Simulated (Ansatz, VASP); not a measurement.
# One calculation of TaN, two programs

File POSCAR:

```
TaN
1.0
    2.9380000000      0.0000000000      0.0000000000
   -1.4690000000      2.5443826363      0.0000000000
    0.0000000000      0.0000000000      2.8830000000
Ta N
1 1
Direct
    0.0000000000      0.0000000000      0.5000000000
    0.6666666667      0.3333333333      0.0000000000
```

INCAR.step1

```
PREC = Accurate ; ENCUT = 660
ISMEAR = -1 ; SIGMA = 0.05
LREAL = F ; LASPH = T
NELM = 120 ; NBANDS = 16
GGA = PE ; ALGO = Normal
EDIFF = 1E-5 ; LWAVE = T
LCHARG = F ; GGA_COMPAT = F
```

The input INCAR.step2:

```
PREC = Accurate ; ENCUT = 660
EDIFF = 1E-6 ; ISMEAR = -1
SIGMA = 0.05 ; LREAL = F
LASPH = T ; NELM = 120
ALGO = Normal ; ISIF = 2
LWAVE = F ; LCHARG = T
METAGGA = R2SCAN ; LMIXTAU = T
LELF = T ; LVHAR = T
NBANDS = 16 ; ISTART = 1
GGA_COMPAT = F
```

The input KPOINTS:

```
regular mesh
0
Gamma
  10 10 9
```

The input input.yaml:

```yaml
crystal:
  lattice:
    - [2.938, 0.0, 0.0]
    - [-1.469, 2.5443826363, 0.0]
    - [0.0, 0.0, 2.883]
  atoms:
    - { symbol: Ta, position: [0.0, 0.0, 0.5] }
    - { symbol: "N", position: [0.6666666667, 0.3333333333, 0.0] }
hamiltonian:
  xc: r2scan
  pseudopotentials: { kind: paw }
kpoints:
  mp_grid: { grid: [10, 10, 9] }
  band_path:
    path:
      - [[0.0, 0.0, 0.0], [0.5, 0.0, 0.0], [0.3333333333, 0.3333333333, 0.0], [0.0, 0.0, 0.0], [0.0, 0.0, 0.5], [0.5, 0.0, 0.5], [0.3333333333, 0.3333333333, 0.5], [0.0, 0.0, 0.5]]
      - [[0.5, 0.0, 0.5], [0.5, 0.0, 0.0]]
      - [[0.3333333333, 0.3333333333, 0.0], [0.3333333333, 0.3333333333, 0.5]]
    npoints: 14
scf:
  occupations: { method: fermi_dirac, width: 0.05 }
  n_extra_bands: 6
output:
  forces: true
  stress: true
  eigenvalues: true
  fatbands: false
  write_density: true
  write_potential: true
  elf: true
  volumetric_format: npy
```

Alike in both runs: functional r2SCAN; k mesh 10 × 10 × 9; occupations fermi-dirac, width 0.05 eV; no spin polarisation.

|  | VASP | Ansatz |
| --- | --- | --- |
| version | VASP 6.6.1 | Ansatz 0.2.0 |
| potentials or method | VASP PAW PBE potentials, release 64 (Ta_sv_GW, N) | Ansatz PAW |
| plane-wave cutoff (eV) | 660 | 500 |
| valence electrons in the cell | 18 | 18 |
| task | single point | band structure |

|  | VASP | Ansatz | Ansatz less VASP |
| --- | --- | --- | --- |
| gap on the k mesh at the Fermi level (eV) | none | none | - |
| pressure (GPa) | -0.3 | -0.2 | +0.07 |
| traceless stress, the component that is largest in VASP (GPa) | 0.54 | 0.44 | -0.098 |

VASP's potentials were made for PBE, not for r2SCAN. A gap of «none» marks a metal or a gap that the smearing closes.

Neither program's run includes spin-orbit coupling.
